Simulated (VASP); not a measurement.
# Na16HF: single point with PBE+D3(BJ)

The system is Na16HF, a slab with vacuum.

```xyz
18
Lattice="8.1559 0.0000 0.0000 0.0000 8.1559 0.0000 0.0000 0.0000 25.0470" Properties=species:S:1:pos:R:3 pbc="T T T"
Na    2.0390    6.1169    8.0000
Na    2.0390    2.0390    8.0000
Na    6.1169    6.1169    8.0000
Na    6.1169    2.0390    8.0000
Na    4.0779    4.0779   10.0390
Na    4.0779    0.0000   10.0390
Na    0.0000    4.0779   10.0390
Na    0.0000    0.0000   10.0390
Na    6.1169    2.0390   12.1702
Na    6.1169    6.1169   12.1786
Na    2.0390    2.0390   12.0898
Na    2.0390    6.1169   12.1702
Na   -0.0012   -0.0012   14.3861
Na   -0.0012    4.0791   14.3861
Na    4.0791   -0.0012   14.3861
Na    4.0791    4.0791   14.3861
F     2.0390    2.0390   15.7265
H     2.0390    2.0390   16.6769
```

| Quantity | Value |
| --- | --- |
| Program | VASP 6.6.1 |
| Task | single point |
| Functional | PBE |
| Dispersion | D3(BJ) |
| Potentials or basis | VASP PAW PBE potentials, release 64 (Na_pv, F, H) |
| Cutoff | 520 eV |
| k mesh | 3 × 3 × 1 |
| Occupations | gaussian, width 0.1 eV |
| Spin | no spin polarisation |

```yaml
Largest_force: 0.263 eV/Å
Band_gap_on_the_k_mesh: zero (bands 60 and 61 overlap by 0.23 eV)
Dispersion_energy_per_atom: -0.105 eV
```

Forces in eV/Å, atoms in the order of the input:
```
Na   0.000  0.000 -0.067
Na   0.000  0.000 -0.076
Na   0.000  0.000 -0.059
Na   0.000  0.000 -0.067
Na   0.008  0.008  0.067
Na   0.008 -0.008  0.067
Na  -0.008  0.008  0.067
Na  -0.008 -0.008  0.067
Na   0.000  0.000  0.000
Na   0.000  0.000 -0.002
Na   0.000  0.000  0.003
Na   0.000  0.000  0.000
Na   0.002  0.002  0.001
Na   0.002 -0.002  0.001
Na  -0.002  0.002  0.001
Na  -0.002 -0.002  0.001
F    0.000  0.000 -0.263
H    0.000  0.000  0.259
```

Levels at points of the mesh, in eV from the Fermi level:
| k point | band 56 | band 57 | band 58 | band 59 | band 60 | band 61 | band 62 | band 63 |
| --- | --- | --- | --- | --- | --- | --- | --- | --- |
| (0.00, 0.00, 0.00) | -0.89 | -0.87 | -0.87 | -0.78 | 0.07 | 0.10 | 0.10 | 0.16 |

Wall time 12 min on 1 thread of Intel(R) Xeon(R) 6975P-C (Granite Rapids), on a shared host, peak memory 1.5 GiB.
